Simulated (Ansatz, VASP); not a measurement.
# One calculation of NaF, two programs

```
Na F
1.0
     0.00000    2.35815    2.28845
     2.35815    0.00000    2.28845
     2.35815    2.35815    0.00000
Na F
1 1
Direct
  0.00000 0.00000 0.00000
  0.50000 0.50000 0.50000
```

Change from the starting cell: strain +0.015 along x and y, -0.015 along z, atoms carried along.

Alike in both runs: task single point; functional PBEsol; k mesh 8 × 8 × 8; occupations gaussian, width 0.05 eV; no spin polarisation.

```csv
,VASP,Ansatz
version,VASP 6.6.1,Ansatz 0.2.0
potentials or method,"VASP PAW PBE potentials, release 64 (Na_pv, F), cutoff 520 eV","scalar-relativistic, plane waves, PAW"
valence electrons in the cell,14,16
```

VASP gave:

| Item | Value |
| --- | --- |
| gap on the k mesh at the Fermi level (eV) | 6.04 |
| least direct gap on the mesh (eV) | 6.04 |
| pressure (GPa) | -1.2 |
| traceless stress, the component that is largest in VASP (GPa) | 1.52 |

Estimate Ansatz's values.

gap on the k mesh at the Fermi level (eV): 6.06; least direct gap on the mesh (eV): 6.06; pressure (GPa): -1.1; traceless stress, the component that is largest in VASP (GPa): 1.45.

VASP's potentials were made for PBE, not for PBEsol. VASP's potentials hold 14 valence electrons a cell and Ansatz's 16, so a difference there can come from the potentials and not from the codes.
